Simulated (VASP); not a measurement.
Wanted: the native input for a VASP 6.6.1 run.

```
Task                   : single point
Functional             : PBE
Potentials or basis    : VASP PAW PBE potentials, release 64 (Hf_pv)
Cutoff                 : 500 eV
k mesh                 : 18 × 18 × 10
Occupations            : gaussian, width 0.15 eV
Spin                   : no spin polarisation
Dipole correction      : no
Further INCAR settings : ALGO = Normal; EDIFF = 1e-06; NBANDS = 17
```

The structure of Hf lies in POSCAR:

```
Hf
1.0
    3.4292000000      0.0000000000      0.0000000000
   -1.7146000000      2.9697743147      0.0000000000
    0.0000000000      0.0000000000      5.0676933209
Hf
2
Direct
    0.3333333333      0.6666666667      0.2500000000
    0.6666666667      0.3333333333      0.7500000000
```

One way to write it, as run:

INCAR

```
PREC = Accurate
ENCUT = 500
EDIFF = 1E-6
ISMEAR = 0
SIGMA = 0.15
LREAL = F
LASPH = T
NELM = 120
ALGO = Normal
ISIF = 2
LWAVE = F
LCHARG = F
GGA = PE
NBANDS = 17
GGA_COMPAT = F
```

KPOINTS

```
regular mesh
0
Gamma
  18 18 10
```

Potentials or basis: VASP PAW PBE potentials, release 64 (Hf_pv).

Run with:

```console
$ cat potpaw_PBE.64/Hf_pv/POTCAR > POTCAR
$ mpirun -np 1 vasp_std > vasp.out
```

It gave:

| Item | Value |
| --- | --- |
| Pressure | -11.6 GPa |
| Band gap on the k mesh | zero (band 10 reaches 4.96 eV, above the bottom of band 11 at 3.49 eV) |

Caveat: spin-orbit coupling is left out, which moves the levels of the heavy elements.

Run time: 2.1 min on 1 thread of Intel Xeon 6975P-C, on a shared host, peak memory 0.29 GiB.
